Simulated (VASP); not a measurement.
Write the native input for VASP 6.6.1 that does the following.

```
Task                   : relaxation of shape and atoms at fixed volume
Functional             : PBE
Potentials or basis    : VASP PAW PBE potentials, release 64 (As)
Cutoff                 : 600 eV
k mesh                 : 16 × 16 × 9
Occupations            : fermi-dirac, width 0.1 eV
Spin                   : no spin polarisation
Dipole correction      : no
Further INCAR settings : ALGO = Normal; EDIFF = 1e-06; IBRION = 2; EDIFFG = -0.005; NSW = 50; ISIF = 4
```

The structure of As lies in POSCAR:

```
As
1.0
    2.8348514146      0.0000000000      0.0000000000
   -1.4174257073      2.4550533410      0.0000000000
    0.0000000000      0.0000000000      4.9053381444
As
2
Direct
    0.3333333333      0.6666666667      0.2500000000
    0.6666666667      0.3333333333      0.7500000000
```

This isn't the form of As at room conditions, which is rhombohedral.

The input as run:

INCAR

```
ALGO = Normal
EDIFF = 1E-6
EDIFFG = -0.005
ENCUT = 600
GGA = PE
IBRION = 2
ISIF = 4
ISMEAR = -1
LASPH = T
LCHARG = F
LREAL = F
LWAVE = F
NELM = 100
NSW = 50
PREC = Accurate
SIGMA = 0.1
```

KPOINTS

```
k-points
0
Gamma
  16 16 9
```

Potentials or basis: VASP PAW PBE potentials, release 64 (As).

Launch:

```console
$ cat potpaw_PBE.64/As/POTCAR > POTCAR
$ mpirun -np 1 vasp_std > vasp.out
```

Results of the run:

```
Energy gained by relaxing : 0.7 meV/atom
Ionic steps               : 3
Pressure after relaxing   : 13.5 GPa
Band gap on the k mesh    : zero (bands 5 and 6 overlap by 9.70 eV)
```

Run time: 61 s on 1 thread of Intel Xeon 8259CL, on a shared host, peak memory 0.2 GiB.
